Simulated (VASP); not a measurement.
# La3Zr (Fm-3m) in VASP: notebook

La3Zr is run at these levels: PBE; tasks: single point, relaxation of cell and atoms.

Program: VASP 6.6.1. These are calculated values, not measurements. Logs are shortened: lines on timing, memory, paths and dates and some standing lists are left out, and cuts for length are marked.

## 1. The cell of the first run

The structure is cubic, space group Fm-3m (No. 225). Conventional cell: a = 8.004 Å, b = 8.004 Å, c = 8.004 Å, α = 90.00°, β = 90.00°, γ = 90.00°. La (site symmetry -43m) has 10 La at 3.47 to 4.00 Å and 4 Zr at 3.47 Å within 4.6 Å. Within 4.6 Å of La (site symmetry m-3m) lie 8 La at 3.47 Å and 6 Zr at 4.00 Å. Within 4.6 Å of Zr (site symmetry m-3m) lie 14 La at 3.47 to 4.00 Å.

The cell was generated, and may not be a known phase.

## 2. Single point, PBE

INCAR reads:

```
SYSTEM = La3Zr
PREC = Accurate ; ENCUT = 520
EDIFF = 1E-7 ; ISMEAR = 0
SIGMA = 0.1 ; LREAL = .False.
LASPH = .True. ; NELM = 80
ALGO = Normal ; ISIF = 2
LWAVE = .False. ; LCHARG = .False.
GGA = PE ; NBANDS = 30
```

KPOINTS reads:

```
regular mesh
0
Gamma
  4 4 4
  0 0 0
```

POSCAR reads:

```
La3Zr
1.0
    0.0000000000      4.0019178000      4.0019178000
    4.0019178000      0.0000000000      4.0019178000
    4.0019178000      4.0019178000      0.0000000000
La Zr
3 1
Direct
    0.2500000000      0.2500000000      0.2500000000
    0.7500000000      0.7500000000      0.7500000000
    0.5000000000      0.5000000000      0.5000000000
    0.0000000000      0.0000000000      0.0000000000
```

Potentials or basis: VASP PAW PBE potentials, release 64 (La, Zr_sv).

Run with:

```console
cat potpaw_PBE.64/La/POTCAR potpaw_PBE.64/Zr_sv/POTCAR > POTCAR
mpirun -np 1 vasp_std > vasp.out
```

OUTCAR:

```text
SYSTEM = La3Zr
   PREC = Accurate
   ENCUT = 520
   EDIFF = 1E-7
   ISMEAR = 0
   LREAL = .False.
   LASPH = .True.
   NELM = 80
   ISIF = 2
   GGA = PE

 ion  position               nearest neighbor table
   1  0.250  0.250  0.250-   4 3.47   4 3.47   4 3.47   3 3.47   3 3.47   3 3.47   4 3.47   3 3.47

   2  0.750  0.750  0.750-   3 3.47   3 3.47   3 3.47   4 3.47   4 3.47   4 3.47   4 3.47   3 3.47

   3  0.500  0.500  0.500-   1 3.47   1 3.47   1 3.47   2 3.47   2 3.47   2 3.47   2 3.47   1 3.47

   4  0.000  0.000  0.000-   2 3.47   2 3.47   2 3.47   1 3.47   1 3.47   1 3.47   2 3.47   1 3.47

  LATTYP: Found a face centered cubic cell.
 ALAT       =     8.0038356000

  Lattice vectors:

 A1 = (   0.0000000000,   4.0019178000,   4.0019178000)
 A2 = (   4.0019178000,   0.0000000000,   4.0019178000)
 A3 = (   4.0019178000,   4.0019178000,   0.0000000000)

Analysis of symmetry for initial positions (statically):
=====================================================================
 Subroutine PRICEL returns:
 Original cell was already a primitive cell.

 Routine SETGRP: Setting up the symmetry group for a
 face centered cubic supercell.

 Subroutine GETGRP returns: Found 48 space group operations
 (whereof 48 operations were pure point group operations)
 out of a pool of 48 trial point group operations.

The static configuration has the point symmetry O_h .

Analysis of symmetry for dynamics (positions and initial velocities):
=====================================================================
 Subroutine PRICEL returns:
 Original cell was already a primitive cell.

 Routine SETGRP: Setting up the symmetry group for a
 face centered cubic supercell.

 Subroutine GETGRP returns: Found 48 space group operations
 (whereof 48 operations were pure point group operations)
 out of a pool of 48 trial point group operations.

The dynamic configuration has the point symmetry O_h .

 Subroutine INISYM returns: Found 48 space group operations
 (whereof 48 operations are pure point group operations),
 and found     1 'primitive' translations

----------------------------------------------------------------------------------------

                                     Primitive cell

  volume of cell :     128.1842

  direct lattice vectors                    reciprocal lattice vectors
     0.000000000  4.001917800  4.001917800    -0.124940097  0.124940097  0.124940097
     4.001917800  0.000000000  4.001917800     0.124940097 -0.124940097  0.124940097
     4.001917800  4.001917800  0.000000000     0.124940097  0.124940097 -0.124940097

  length of vectors
     5.659566428  5.659566428  5.659566428     0.216402597  0.216402597  0.216402597

  position of ions in fractional coordinates (direct lattice)
     0.250000000  0.250000000  0.250000000
     0.750000000  0.750000000  0.750000000
     0.500000000  0.500000000  0.500000000
     0.000000000  0.000000000  0.000000000

  ion indices of the primitive-cell ions
   primitive index   ion index
                 1           1
                 2           2
                 3           3
                 4           4

----------------------------------------------------------------------------------------

 KPOINTS: regular mesh

Automatic generation of k-mesh.
 Grid dimensions read from file:
 generate k-points for:    4    4    4

 Generating k-lattice:

  Cartesian coordinates                     Fractional coordinates (reciprocal lattice)
    -0.031235024  0.031235024  0.031235024     0.250000000  0.000000000  0.000000000
     0.031235024 -0.031235024  0.031235024     0.000000000  0.250000000  0.000000000
     0.031235024  0.031235024 -0.031235024     0.000000000  0.000000000  0.250000000

  Length of vectors
     0.054100649  0.054100649  0.054100649

  Shift w.r.t. Gamma in fractional coordinates (k-lattice)
     0.000000000  0.000000000  0.000000000

 Subroutine IBZKPT returns following result:
 ===========================================

 Found      8 irreducible k-points:

 Following reciprocal coordinates:
            Coordinates               Weight
  0.000000  0.000000  0.000000      1.000000
  0.250000  0.000000  0.000000      8.000000
  0.500000  0.000000  0.000000      4.000000
  0.250000  0.250000  0.000000      6.000000
  0.500000  0.250000  0.000000     24.000000
 -0.250000  0.250000  0.000000     12.000000
  0.500000  0.500000  0.000000      3.000000
 -0.250000  0.500000  0.250000      6.000000
   k-points           NKPTS =      8   k-points in BZ     NKDIM =      8   number of bands    NBANDS=     30
   number of dos      NEDOS =    301   number of ions     NIONS =      4
   total plane-waves  NPLWV =  74088
   dimension x,y,z NGX =    42 NGY =   42 NGZ =   42
   dimension x,y,z NGXF=    84 NGYF=   84 NGZF=   84
   ions per type =               3   1
   NGX,Y,Z   is equivalent  to a cutoff of  12.34, 12.34, 12.34 a.u.
   NGXF,Y,Z  is equivalent  to a cutoff of  24.67, 24.67, 24.67 a.u.
 SYSTEM =  La3Zr
   PREC   = accura    normal or accurate (medium, high low for compatibility)
   ISTART =      0    job   : 0-new  1-cont  2-samecut
   ICHARG =      2    charge: 1-file 2-atom 10-const
   ISPIN  =      1    spin polarized calculation?
   LNONCOLLINEAR =      F non collinear calculations
   LSORBIT =      F    spin-orbit coupling
   LASPH  =      T    aspherical Exc in radial PAW
   ENCUT  =  520.0 eV  38.22 Ry    6.18 a.u.  10.52 10.52 10.52*2*pi/ulx,y,z
   NELM   =     80;   NELMIN=  2; NELMDL= -5     # of ELM steps
   EDIFF  = 0.1E-06   stopping-criterion for ELM
   LREAL  =      F    real-space projection
   EDIFFG = 0.1E-05   stopping-criterion for IOM
   NSW    =      0    number of steps for IOM
   IBRION =     -1    ionic relax: 0-MD 1-quasi-New 2-CG
   NFREE  =      0    steps in history (QN), initial steepest desc. (CG)
   ISIF   =      2    stress and relaxation
   ISYM   =      2    0-nonsym 1-usesym 2-fastsym
   POTIM  = 0.5000    time-step for ionic-motion
   TEBEG  =    0.0;   TEEND  =   0.0 temperature during run
   PSTRESS=    0.0 pullay stress
   NELECT =      45.0000    total number of electrons
   NUPDOWN=      -1.0000    fix difference up-down
   EMIN   =  10.00;   EMAX   =-10.00  energy-range for DOS
   EFERMI =   0.00;   METHOD = LEGACY
   ISMEAR =     0;   SIGMA  =   0.10  broadening in eV -4-tet -1-fermi 0-gaus
   EFERMI_NEDOS =   21; number of points for ismear=-14 and -15
   IALGO  =     38    algorithm
   IMIX   =      4    mixing-type and parameters
     AMIX     =   0.40;   BMIX     =  1.00
     AMIX_MAG =   1.60;   BMIX_MAG =  1.00
  volume/ion in A,a.u.               =      32.05       216.26
  Fermi-wavevector in a.u.,A,eV,Ry     =   1.154873  2.182393 18.146516  1.333731
  Thomas-Fermi vector in A             =   2.291506
   LORBIT       =      0    0 simple, 1 ext, 2 COOP (PROOUT), +10 PAW based schemes
   GGA     = PE    functional components
   LHFCALC =     F    Hartree Fock is set to
   AEXX    =    0.0000 exact exchange contribution
   IVDW    =     0    specifies the selected vdW correction
   LEPSILON=     F    determine dielectric tensor
   LRPA    =     F    only Hartree local field effects (RPA)
 non-spin polarized calculation
 Gauss-broadening in eV      SIGMA  =   0.10
  energy-cutoff  :      520.00
  volume of cell :      128.18
 maximum number of plane-waves:      3479
   NGX = 21   NGY = 21   NGZ = 21

 number of electron      45.0000002 magnetization

 Free energy of the ion-electron system (eV)
  ---------------------------------------------------
  ext. energy  EPLUGINS =         0.00000000
  ---------------------------------------------------
  free energy    TOTEN  =       -22.20259497 eV

  energy without entropy =      -22.16267737  energy(sigma->0) =      -22.18263617

 E-fermi :   8.4338     XC(G=0): -10.0543

 val. band max:        8.4335310504   @ k =   0.0000   0.0000   0.0000
 cond. band min:       8.4353389221   @ k =   0.5000   0.0000   0.0000
 fundamental gap:      0.0018078716
 Fermi energy:         8.4337788106

 k-point     1 :       0.0000    0.0000    0.0000
  band No.  band energies     occupation
      1     -40.4277      2.00000
      2     -24.2626      2.00000
      3     -23.8152      2.00000
      4     -23.7757      2.00000
      5     -18.4536      2.00000
      6     -18.4536      2.00000
[... 22 lines left out ...]
     29      10.2967      0.00000
     30      10.3013      0.00000

 k-point     2 :       0.2500    0.0000    0.0000
  band No.  band energies     occupation
      1     -40.4277      2.00000
      2     -24.2228      2.00000
      3     -23.8307      2.00000
      4     -23.8052      2.00000
      5     -18.4540      2.00000
      6     -18.4540      2.00000
[... 22 lines left out ...]
     29      10.3378      0.00000
     30      10.3700      0.00000

 k-point     3 :       0.5000    0.0000    0.0000
  band No.  band energies     occupation
      1     -40.4276      2.00000
      2     -24.1733      2.00000
      3     -23.8648      2.00000
      4     -23.8258      2.00000
      5     -18.4544      2.00000
      6     -18.4544      2.00000
[... 22 lines left out ...]
     29      10.3449      0.00000
     30      10.3886      0.00000

 k-point     4 :       0.2500    0.2500    0.0000
  band No.  band energies     occupation
      1     -40.4277      2.00000
      2     -24.2086      2.00000
      3     -23.8313      2.00000
      4     -23.8204      2.00000
      5     -18.4546      2.00000
      6     -18.4546      2.00000
[... 22 lines left out ...]
     29       9.9864      0.00000
     30      10.3352      0.00000

 k-point     5 :       0.5000    0.2500    0.0000
  band No.  band energies     occupation
      1     -40.4276      2.00000
      2     -24.1562      2.00000
      3     -23.8632      2.00000
      4     -23.8460      2.00000
      5     -18.4550      2.00000
      6     -18.4534      2.00000
[... 22 lines left out ...]
     29       9.9531      0.00000
     30      10.1842      0.00000

 k-point     6 :      -0.2500    0.2500    0.0000
  band No.  band energies     occupation
      1     -40.4276      2.00000
      2     -24.1748      2.00000
      3     -23.8486      2.00000
      4     -23.8404      2.00000
      5     -18.4544      2.00000
      6     -18.4527      2.00000
[... 22 lines left out ...]
     29       9.8620      0.00000
     30      10.2350      0.00000

 k-point     7 :       0.5000    0.5000    0.0000
  band No.  band energies     occupation
      1     -40.4276      2.00000
      2     -24.1356      2.00000
      3     -23.8840      2.00000
      4     -23.8473      2.00000
      5     -18.4556      2.00000
      6     -18.4556      2.00000
[... 22 lines left out ...]
     29      10.0210      0.00000
     30      10.2889      0.00000

 k-point     8 :      -0.2500    0.5000    0.2500
  band No.  band energies     occupation
      1     -40.4276      2.00000
      2     -24.1356      2.00000
      3     -23.8657      2.00000
      4     -23.8657      2.00000
      5     -18.4552      2.00000
      6     -18.4508      2.00000
[... 22 lines left out ...]
     29      10.0558      0.00000
     30      10.0591      0.00000

------------------------ aborting loop because EDIFF is reached ----------------------------------------

  FORCE on cell =-STRESS in cart. coord.  units (eV):
  Direction    XX          YY          ZZ          XY          YZ          ZX
  --------------------------------------------------------------------------------------
  -------------------------------------------------------------------------------------
  Total        0.1974363      0.1974363      0.1974363     -0.0000000     -0.0000000     -0.0000000
  in kB        2.4677614      2.4677614      2.4677614     -0.0000000     -0.0000000     -0.0000000
  external PRESSURE =       2.4677614 kB  Pullay stress =       0.0000000 kB

 VOLUME and BASIS-vectors are now :
 -----------------------------------------------------------------------------
  energy-cutoff  :      520.00
  volume of cell :      128.18
      direct lattice vectors                 reciprocal lattice vectors
     0.000000000  4.001917800  4.001917800    -0.124940097  0.124940097  0.124940097
     4.001917800  0.000000000  4.001917800     0.124940097 -0.124940097  0.124940097
     4.001917800  4.001917800  0.000000000     0.124940097  0.124940097 -0.124940097

 POSITION                                       TOTAL-FORCE (eV/Angst)
 -----------------------------------------------------------------------------------
      2.00096      2.00096      2.00096        -0.000000      0.000000      0.000000
      6.00288      6.00288      6.00288         0.000000     -0.000000     -0.000000
      4.00192      4.00192      4.00192        -0.000000     -0.000000      0.000000
      0.00000      0.00000      0.00000        -0.000000     -0.000000      0.000000
 -----------------------------------------------------------------------------------
    total drift:                               -0.000000     -0.000000      0.000000

  FREE ENERGIE OF THE ION-ELECTRON SYSTEM (eV)
  ---------------------------------------------------
  free  energy   TOTEN  =       -22.2025949697 eV

  energy  without entropy=      -22.1626773722  energy(sigma->0) =      -22.18263617
```

Wall time 90 s (1 thread of Intel Xeon Platinum 8259CL at 2.50GHz (Skylake/Cascade Lake), shared host); peak memory 0.27 GiB.

Results:

- Free energy: -22.2026 eV
- Pressure: 0.2 GPa
- Band gap on the k mesh: zero (an odd number of electrons rules out a gap without spin polarisation)

Caveat: spin-orbit coupling is left out, which moves the levels of the heavy elements.

(Part 1 of 2 ends here.)

The gap in the log of VASP goes by the Fermi energy; the results here count the filled bands.